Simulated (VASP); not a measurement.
A run of VASP 6.6.1:

The input INCAR:

```
SYSTEM = Te2Mo
  PREC = Accurate
  ENCUT = 520
  EDIFF = 1E-6
  ISMEAR = 0
  SIGMA = 0.02
  LREAL = .FALSE.
  LASPH = .TRUE.
  NELM = 80
  ALGO = Normal
  ISIF = 2
  LWAVE = .FALSE.
  LCHARG = .FALSE.
  GGA = PS
  NBANDS = 20
```

Contents of KPOINTS:

```
regular mesh
0
G
  9 9 2
  0 0 0
```

The input POSCAR:

```
Te2Mo
1.0
    3.5602328140      0.0000000000      0.0000000000
   -1.7801164070      3.0832520603      0.0000000000
    0.0000000000      0.0000000000     17.5240578200
Te Mo
2 1
Direct
    0.3333333300      0.6666666700      0.8978554500
    0.3333333300      0.6666666700      0.1021445500
    0.0126396228      0.0000000000      0.0000000000
```

Potentials or basis: VASP PAW PBE potentials, release 64 (Te, Mo_sv).

Command:

```console
$ cat potpaw_PBE.64/Te/POTCAR potpaw_PBE.64/Mo_sv/POTCAR > POTCAR
$ mpirun -np 1 vasp_std > vasp.out
```

Hardware: 1 thread of Intel Xeon 8259CL, with other jobs on the host.

Estimate the wall time of this run.

Wall time 12 min on 1 thread of Intel Xeon 8259CL, on a shared host, peak memory 0.53 GiB. Counts: scf iterations 21, k points 82.
